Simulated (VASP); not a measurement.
Here is a VASP 6.6.1 calculation.

POSCAR

```
C
1.0
    0.0000000000      1.8547360000      1.7834000000
    1.8547360000      0.0000000000      1.7834000000
    1.8547360000      1.8547360000      0.0000000000
C
2
Direct
    0.5000000000      0.5000000000      0.5000000000
    0.7500000000      0.7500000000      0.7500000000
```

Contents of INCAR.step1:

```
SYSTEM = C
PREC     = Accurate       ! precision mode
ENCUT    = 520            ! plane-wave cutoff, eV
ISMEAR   = 0              ! smearing method
SIGMA    = 0.05           ! smearing width, eV
LREAL    = .FALSE.        ! projectors in reciprocal space
LASPH    = .TRUE.         ! aspherical terms in the spheres
NELM     = 60             ! most SCF steps
NBANDS   = 11             ! bands
GGA      = PE             ! functional
ALGO     = Normal         ! electronic algorithm
EDIFF    = 1E-4           ! SCF threshold, eV
LWAVE    = .TRUE.         ! write WAVECAR
LCHARG   = .FALSE.        ! write CHGCAR
```

File INCAR.step2:

```
SYSTEM = C
PREC     = Accurate       ! precision mode
ENCUT    = 520            ! plane-wave cutoff, eV
EDIFF    = 1E-7           ! SCF threshold, eV
ISMEAR   = 0              ! smearing method
SIGMA    = 0.05           ! smearing width, eV
LREAL    = .FALSE.        ! projectors in reciprocal space
LASPH    = .TRUE.         ! aspherical terms in the spheres
NELM     = 60             ! most SCF steps
ALGO     = Normal         ! electronic algorithm
ISIF     = 2              ! what is computed and relaxed
LWAVE    = .FALSE.        ! write WAVECAR
LCHARG   = .FALSE.        ! write CHGCAR
METAGGA  = R2SCAN         ! meta-GGA
LMIXTAU  = .TRUE.       
NBANDS   = 11             ! bands
ISTART   = 1
```

Contents of KPOINTS:

```
Automatic mesh
0
G
  12 12 12
  0 0 0
```

Potentials or basis: VASP PAW PBE potentials, release 64 (C).

Command:

```console
$ cat potpaw_PBE.64/C/POTCAR > POTCAR
$ cp INCAR.step1 INCAR
$ mpirun -np 1 vasp_std > vasp.out
$ cp INCAR.step2 INCAR
$ mpirun -np 1 vasp_std > vasp.out
```

**Question.** Estimate the band gap on the k mesh.

**Answer.** 3.19 eV, indirect (least direct gap 4.92 eV).

**Question.** What does it give for the pressure?

**Answer.** -31.5 GPa.

Stress tensor (GPa, compression positive):
```
-42.78   0.00   0.00
  0.00 -42.78   0.00
  0.00   0.00  -8.93
```

Caveat: the cell differs from its parent crystal (strain +0.040 along x and y, +0.000 along z); the PAW data sets were made with another functional, which shifts forces and pressure a little. A k mesh can miss the band edges.
